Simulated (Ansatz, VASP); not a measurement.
# LiAl4O: VASP beside Ansatz

File INCAR:

```
SYSTEM = LiAl4O
PREC = Accurate
ENCUT = 600
EDIFF = 1E-6
ISMEAR = 0
SIGMA = 0.1
LREAL = .FALSE.
LASPH = .TRUE.
NELM = 80
ALGO = Normal
ISIF = 3
LWAVE = .FALSE.
LCHARG = .FALSE.
GGA = PE
IBRION = 2
NSW = 90
EDIFFG = -0.04
```

File KPOINTS:

```
regular mesh
0
G
  6 6 1
  0 0 0
```

The input POSCAR:

```
LiAl4O
1.0
    2.6488649800      0.0000000000      0.0000000000
   -1.3244324900      2.2939843600      0.0000000000
    0.0000000000      0.0000000000     18.1674323100
Li Al O
1 4 1
Direct
    0.0000000000      0.0000000000      0.4512646800
    0.6666666700      0.3333333300      0.5238521700
    0.0000000000      0.0000000000      0.0776229500
    0.0000000000      0.0000000000      0.2236593100
    0.6666666700      0.3333333300      0.3785826000
    0.6666666700      0.3333333300      0.1506222900
```

Input for Ansatz:

```yaml
crystal:
  lattice:
    - [2.64886498, 0.0, 0.0]
    - [-1.32443249, 2.29398436, 0.0]
    - [0.0, 0.0, 18.16743231]
  atoms:
    - { symbol: Li, position: [0.0, 0.0, 0.45126468] }
    - { symbol: Al, position: [0.66666667, 0.33333333, 0.52385217] }
    - { symbol: Al, position: [0.0, 0.0, 0.07762295] }
    - { symbol: Al, position: [0.0, 0.0, 0.22365931] }
    - { symbol: Al, position: [0.66666667, 0.33333333, 0.3785826] }
    - { symbol: O, position: [0.66666667, 0.33333333, 0.15062229] }
basis:
  ecutwfc: 420
kpoints:
  mp_grid: { grid: [6, 6, 1] }
hamiltonian:
  xc: pbe
scf:
  occupations: { method: gaussian, width: 0.1 }
  lower_state_search: "off"
output:
  forces: true
  stress: true
  eigenvalues: true
relax:
  adjacent_minimum: "off"
  f_tol: 0.04
  max_steps: 70
  cell: { stress_tol: 0.4 }
```

Change from the starting cell: species swapped into the MoWSe4 type (P3m1, No. 156).

Alike in both runs: task relaxation of cell and atoms; functional PBE; k mesh 6 × 6 × 1; occupations gaussian, width 0.1 eV; no spin polarisation.

|  | VASP | Ansatz |
| --- | --- | --- |
| version | VASP 6.6.1 | Ansatz 0.2.0 |
| potentials or method | VASP PAW PBE potentials, release 64 (Li_sv, Al, O), cutoff 600 eV | scalar-relativistic, plane waves, PAW |
| valence electrons in the cell | 21 | 21 |

|  | VASP | Ansatz | Ansatz less VASP |
| --- | --- | --- | --- |
| gap on the k mesh at the Fermi level, each at its own relaxed structure (eV) | none | none | - |
| relaxed volume (Å³/atom) | 24.17 | 15.95 | -8.215 |
| relaxed length of the cell vector where the two differ most in proportion (Å) | 21.026 | 13.438 | -7.5882 |

A gap of «none» marks a metal or a gap that the smearing closes. One of these differences is far larger than is usual between the two programs; its cause wasn't traced.

The k mesh is coarse, so the values compare programs but aren't converged. Noted on VASP's run: the cutoff is under 1.25 times that of the potentials, so the pressure is a little rough; the volume moved by over 15 % at a fixed basis, so the end points are rough.
